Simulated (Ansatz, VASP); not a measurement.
## One calculation of BAs2, two programs

```
B As
1.0
     3.04677    0.00000    0.00000
     0.00000    3.04677    0.00000
     0.00000    0.00000    6.31794
B As
1 2
Cartesian
  0.0000 0.0000 0.0000
  1.5234 1.5234 1.1899
  1.5234 1.5234 5.1280
```

Change from the starting cell: species swapped into the Ga2Cu type (P4/mmm, No. 123).

Alike in both runs: functional PBE; k mesh 16 × 16 × 8; occupations gaussian, width 0.1 eV; no spin polarisation.

Ansatz relaxed the structure, and its values are those at the end. VASP's run is a single point on that final structure, the one shown.

```csv
,VASP,Ansatz
version,VASP 6.6.1,Ansatz 0.2.0
potentials or method,"VASP PAW PBE potentials, release 64 (B, As_d), cutoff 600 eV","scalar-relativistic, plane waves, PAW"
valence electrons in the cell,33,33
```

```tsv
	VASP	Ansatz	Ansatz less VASP
gap on the k mesh at the Fermi level (eV)	none	none	-
pressure (GPa)	0.1	0.0	-0.09
rms of the force components (eV/Å)	0.010	0.002	-0.0079
```

A gap of «none» marks a metal or a gap that the smearing closes.
